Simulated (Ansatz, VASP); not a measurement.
**One calculation of Si5C3, two programs**

```xyz
8
Lattice="1.5545 0.8975 11.4784 -1.5545 0.8975 11.4784 0.0000 -1.7950 11.4784" Properties=species:S:1:pos:R:3 pbc="T T T"
Si    0.0000    0.0000   -0.4193
Si    0.0000    0.0000   17.4993
Si    0.0000    0.0000    8.5447
Si    0.0000    0.0000   26.4554
Si    0.0000    0.0000   24.0831
C     0.0000    0.0000   32.1204
C     0.0000    0.0000   15.5866
C     0.0000    0.0000    6.6456
```

Alike in both runs: functional PBE; k mesh 5 × 5 × 5; occupations gaussian, width 0.2 eV; no spin polarisation.

Ansatz relaxed the structure, and its values are those at the end. VASP's run is a single point on that final structure, the one shown.

|  | VASP | Ansatz |
| --- | --- | --- |
| version | VASP 6.6.1 | Ansatz 0.2.0 |
| potentials or method | VASP PAW PBE potentials, release 64 (Si, C), cutoff 520 eV | scalar-relativistic, plane waves, PAW |
| valence electrons in the cell | 32 | 32 |

Ansatz gave:

- gap on the k mesh at the Fermi level (eV): none
- pressure (GPa): 0.0
- rms of the force components (eV/Å): 0.022

Question: What did VASP give for the same quantities?

Answer: gap on the k mesh at the Fermi level (eV): none; pressure (GPa): 0.0; rms of the force components (eV/Å): 0.020.

A gap of «none» marks a metal or a gap that the smearing closes. With one functional, cell and mesh, what is left measures potentials, basis and numerics.

The k mesh is coarse, so the values compare programs but aren't converged.
